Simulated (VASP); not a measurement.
# Ge (Fd-3m) in VASP: notebook, part 2 of 2

VASP 6.6.1. The steps go on from the part before.

### 3 Single point, PBE

This run uses another cell than the first one, of 23.90 Å³/atom, 1.056 times its volume.

File INCAR:

```
SYSTEM = Ge
PREC     = Accurate       ! precision mode
ENCUT    = 520            ! plane-wave cutoff, eV
EDIFF    = 1E-6           ! SCF threshold, eV
ISMEAR   = 0              ! smearing method
SIGMA    = 0.1            ! smearing width, eV
LREAL    = .FALSE.        ! projectors in reciprocal space
LASPH    = .TRUE.         ! aspherical terms in the spheres
NELM     = 60             ! most SCF steps
ALGO     = Normal         ! electronic algorithm
ISIF     = 2              ! what is computed and relaxed
LWAVE    = .FALSE.        ! write WAVECAR
LCHARG   = .FALSE.        ! write CHGCAR
GGA      = PE             ! functional
NBANDS   = 21             ! bands
```

File KPOINTS:

```
regular mesh
0
G
  14 14 14
  0 0 0
```

File POSCAR:

```
Ge
1.0
    0.0000000000      2.8805364331      2.8805364331
    2.8805364331      0.0000000000      2.8805364331
    2.8805364331      2.8805364331      0.0000000000
Ge
2
Direct
    0.0000000000      0.0000000000      0.0000000000
    0.2500000000      0.2500000000      0.2500000000
```

Potentials or basis: VASP PAW PBE potentials, release 64 (Ge_d).

On the command line:

```sh
cat potpaw_PBE.64/Ge_d/POTCAR > POTCAR
mpirun -np 1 vasp_std > vasp.out
```

OUTCAR:

```text
SYSTEM = Ge
   PREC = Accurate
   ENCUT = 520
   EDIFF = 1E-6
   ISMEAR = 0
   LREAL = .FALSE.
   LASPH = .TRUE.
   NELM = 60
   ISIF = 2
   GGA = PE

 ion  position               nearest neighbor table
   1  0.000  0.000  0.000-   2 2.49   2 2.49   2 2.49   2 2.49
   2  0.250  0.250  0.250-   1 2.49   1 2.49   1 2.49   1 2.49

  LATTYP: Found a face centered cubic cell.
 ALAT       =     5.7610728662

  Lattice vectors:

 A1 = (   0.0000000000,   2.8805364331,   2.8805364331)
 A2 = (   2.8805364331,   0.0000000000,   2.8805364331)
 A3 = (   2.8805364331,   2.8805364331,   0.0000000000)

Analysis of symmetry for initial positions (statically):
=====================================================================
 Subroutine PRICEL returns:
 Original cell was already a primitive cell.

 Routine SETGRP: Setting up the symmetry group for a
 face centered cubic supercell.

 Subroutine GETGRP returns: Found 48 space group operations
 (whereof 24 operations were pure point group operations)
 out of a pool of 48 trial point group operations.

The static configuration has the point symmetry T_d .
 The point group associated with its full space group is O_h .

Analysis of symmetry for dynamics (positions and initial velocities):
=====================================================================
 Subroutine PRICEL returns:
 Original cell was already a primitive cell.

 Routine SETGRP: Setting up the symmetry group for a
 face centered cubic supercell.

 Subroutine GETGRP returns: Found 48 space group operations
 (whereof 24 operations were pure point group operations)
 out of a pool of 48 trial point group operations.

The dynamic configuration has the point symmetry T_d .
 The point group associated with its full space group is O_h .

 Subroutine INISYM returns: Found 48 space group operations
 (whereof 24 operations are pure point group operations),
 and found     1 'primitive' translations
[... 103 lines left out ...]
   POTIM  = 0.5000    time-step for ionic-motion
   TEBEG  =    0.0;   TEEND  =   0.0 temperature during run
   PSTRESS=    0.0 pullay stress
   NELECT =      28.0000    total number of electrons
   NUPDOWN=      -1.0000    fix difference up-down
   EMIN   =  10.00;   EMAX   =-10.00  energy-range for DOS
   EFERMI =   0.00;   METHOD = LEGACY
   ISMEAR =     0;   SIGMA  =   0.10  broadening in eV -4-tet -1-fermi 0-gaus
   EFERMI_NEDOS =   21; number of points for ismear=-14 and -15
   IALGO  =     38    algorithm
   IMIX   =      4    mixing-type and parameters
     AMIX     =   0.40;   BMIX     =  1.00
     AMIX_MAG =   1.60;   BMIX_MAG =  1.00
  volume/ion in A,a.u.               =      23.90       161.29
  Fermi-wavevector in a.u.,A,eV,Ry     =   1.369759  2.588469 25.527788  1.876239
  Thomas-Fermi vector in A             =   2.495606
   LORBIT       =      0    0 simple, 1 ext, 2 COOP (PROOUT), +10 PAW based schemes
   GGA     = PE    functional components
   LHFCALC =     F    Hartree Fock is set to
   AEXX    =    0.0000 exact exchange contribution
   IVDW    =     0    specifies the selected vdW correction
   LEPSILON=     F    determine dielectric tensor
   LRPA    =     F    only Hartree local field effects (RPA)
 non-spin polarized calculation
 Gauss-broadening in eV      SIGMA  =   0.10
  energy-cutoff  :      520.00
  volume of cell :       47.80
 maximum number of plane-waves:      1308
   NGX = 15   NGY = 15   NGZ = 15

 number of electron      27.9999979 magnetization

 Free energy of the ion-electron system (eV)
  ---------------------------------------------------
  ext. energy  EPLUGINS =         0.00000000
  ---------------------------------------------------
  free energy    TOTEN  =        -9.03688847 eV

  energy without entropy =       -9.03647221  energy(sigma->0) =       -9.03668034

 E-fermi :   4.4692     XC(G=0):  -9.6704

 val. band max:        4.3638745693   @ k =  -0.0714   0.0714   0.0000
 cond. band min:       4.4774202575   @ k =   0.0000   0.0000   0.0000
 fundamental gap:      0.1135456883
 Fermi energy:         4.4691743596

 k-point     1 :       0.0000    0.0000    0.0000
  band No.  band energies     occupation
      1     -20.2687      2.00000
      2     -20.2687      2.00000
      3     -20.2687      2.00000
      4     -20.2365      2.00000
      5     -20.2365      2.00000
      6     -20.0535      2.00000
[... 565 lines left out ...]
     20      13.5983      0.00000
     21      14.1264      0.00000

 [... further k-points ...]
[... 5 lines left out ...]
  --------------------------------------------------------------------------------------
  -------------------------------------------------------------------------------------
  Total       -0.0131105     -0.0131105     -0.0131105      0.0000000      0.0000000     -0.0000000
  in kB       -0.4394213     -0.4394213     -0.4394213      0.0000000      0.0000000     -0.0000000
  external PRESSURE =      -0.4394213 kB  Pullay stress =       0.0000000 kB

 VOLUME and BASIS-vectors are now :
 -----------------------------------------------------------------------------
  energy-cutoff  :      520.00
  volume of cell :       47.80
      direct lattice vectors                 reciprocal lattice vectors
     0.000000000  2.880536433  2.880536433    -0.173578780  0.173578780  0.173578780
     2.880536433  0.000000000  2.880536433     0.173578780 -0.173578780  0.173578780
     2.880536433  2.880536433  0.000000000     0.173578780  0.173578780 -0.173578780

 POSITION                                       TOTAL-FORCE (eV/Angst)
 -----------------------------------------------------------------------------------
      0.00000      0.00000      0.00000        -0.000000      0.000000      0.000000
      1.44027      1.44027      1.44027         0.000000     -0.000000     -0.000000
 -----------------------------------------------------------------------------------
    total drift:                                0.000000      0.000000      0.000000

  FREE ENERGIE OF THE ION-ELECTRON SYSTEM (eV)
  ---------------------------------------------------
  free  energy   TOTEN  =        -9.0368884713 eV

  energy  without entropy=       -9.0364722082  energy(sigma->0) =       -9.03668034
```

It took 82 s on 1 thread of AMD EPYC 7R43 (Zen 3), shared host; peak memory 0.18 GiB.

What came out:

* Free energy: -9.0369 eV
* Pressure: 0.0 GPa
* Band gap on the k mesh: zero (filled and empty bands touch)

Levels at points of the mesh, in eV from the Fermi level:
```csv
k point,band 11,band 12,band 13,band 14,band 15,band 16,band 17,band 18
"(0.00, 0.00, 0.00)",-12.36,-0.44,0.01,0.01,0.01,2.54,2.54,2.54
"(0.50, 0.00, 0.00)",-10.40,-7.35,-1.32,-1.32,0.03,3.73,3.73,7.11
"(0.50, 0.50, 0.00)",-8.68,-8.68,-2.88,-2.88,0.83,0.83,9.08,9.08
```

### 4 Single point, PBE

This run uses another cell than the first one, of 23.90 Å³/atom, 1.056 times its volume.

INCAR is that of step 3.

KPOINTS is that of step 3.

File POSCAR:

```
Ge
1.0
    0.0000000000      2.8805364328      2.8805364328
    2.8805364328      0.0000000000      2.8805364328
    2.8805364328      2.8805364328      0.0000000000
Ge
2
Direct
    0.0000000000      0.0000000000      0.0000000000
    0.2500000000      0.2500000000      0.2500000000
```

Potentials or basis: VASP PAW PBE potentials, release 64 (Ge_d).

On the command line:

```sh
cat potpaw_PBE.64/Ge_d/POTCAR > POTCAR
mpirun -np 1 vasp_std > vasp.out
```

OUTCAR:

```text
SYSTEM = Ge
   PREC = Accurate
   ENCUT = 520
   EDIFF = 1E-6
   ISMEAR = 0
   LREAL = .FALSE.
   LASPH = .TRUE.
   NELM = 60
   ISIF = 2
   GGA = PE

 ion  position               nearest neighbor table
   1  0.000  0.000  0.000-   2 2.49   2 2.49   2 2.49   2 2.49
   2  0.250  0.250  0.250-   1 2.49   1 2.49   1 2.49   1 2.49

  LATTYP: Found a face centered cubic cell.
 ALAT       =     5.7610728656

  Lattice vectors:

 A1 = (   0.0000000000,   2.8805364328,   2.8805364328)
 A2 = (   2.8805364328,   0.0000000000,   2.8805364328)
 A3 = (   2.8805364328,   2.8805364328,   0.0000000000)
[... 189 lines left out ...]
      4     -20.2365      2.00000
      5     -20.2365      2.00000
      6     -20.0535      2.00000
[... 565 lines left out ...]
     20      13.5983      0.00000
     21      14.1264      0.00000

 [... further k-points ...]
[... 5 lines left out ...]
  --------------------------------------------------------------------------------------
  -------------------------------------------------------------------------------------
  Total       -0.0131105     -0.0131105     -0.0131105      0.0000000      0.0000000      0.0000000
  in kB       -0.4394195     -0.4394195     -0.4394195      0.0000000      0.0000000      0.0000000
  external PRESSURE =      -0.4394195 kB  Pullay stress =       0.0000000 kB

 VOLUME and BASIS-vectors are now :
 -----------------------------------------------------------------------------
  energy-cutoff  :      520.00
  volume of cell :       47.80
      direct lattice vectors                 reciprocal lattice vectors
     0.000000000  2.880536433  2.880536433    -0.173578780  0.173578780  0.173578780
     2.880536433  0.000000000  2.880536433     0.173578780 -0.173578780  0.173578780
     2.880536433  2.880536433  0.000000000     0.173578780  0.173578780 -0.173578780

 POSITION                                       TOTAL-FORCE (eV/Angst)
 -----------------------------------------------------------------------------------
      0.00000      0.00000      0.00000         0.000000      0.000000      0.000000
      1.44027      1.44027      1.44027        -0.000000     -0.000000     -0.000000
 -----------------------------------------------------------------------------------
    total drift:                                0.000000     -0.000000      0.000000

  FREE ENERGIE OF THE ION-ELECTRON SYSTEM (eV)
  ---------------------------------------------------
  free  energy   TOTEN  =        -9.0368884707 eV

  energy  without entropy=       -9.0364722077  energy(sigma->0) =       -9.03668034
```

stdout:

```text
POSCAR found type information on POSCAR Ge
 POSCAR found :  1 types and       2 ions
 scaLAPACK will be used
 LDA part: xc-table for (Slater+PW92), standard interpolation
 POSCAR, INCAR and KPOINTS ok, starting setup
 FFT: planning ... GRIDC
 FFT: planning ... GRID_SOFT
 FFT: planning ... GRID
 WAVECAR not read
 entering main loop
```

Wall time 1.8 min (1 thread of AMD EPYC 7R43 (Zen 3), shared host); peak memory 0.18 GiB.

What came out:

* Free energy: -9.0369 eV
* Pressure: 0.0 GPa
* Band gap on the k mesh: zero (filled and empty bands touch)

### 5 Comparison with measurements

Step 3. Measured gap of Ge: 0.666 eV (indirect; 293 K; “Electronic and optical properties of SixGe1-x-ySny alloys lattice-matched to Ge”, 2021, arxiv:2109.02782). This calculation gives 0.00 eV (-0.67 eV). 3 values of this kind are on record (0.666 to 0.807 eV); this one was drawn at random among those near their median. Spin-orbit coupling on Ge is left out. The value is that of PBE on a finite k mesh, which can miss the band edges, without temperature or zero-point motion. Semilocal functionals fall short of measured gaps as a rule.

Step 4. Against the measured gap of Ge, 0.666 eV (indirect; 293 K; “Electronic and optical properties of SixGe1-x-ySny alloys lattice-matched to Ge”, 2021, arxiv:2109.02782), the calculated 0.00 eV is off by -0.67 eV. 3 values of this kind are on record (0.666 to 0.807 eV); this one was drawn at random among those near their median. Spin-orbit coupling on Ge is left out. The value is that of PBE on a finite k mesh, which can miss the band edges, without temperature or zero-point motion. Semilocal functionals fall short of measured gaps as a rule.
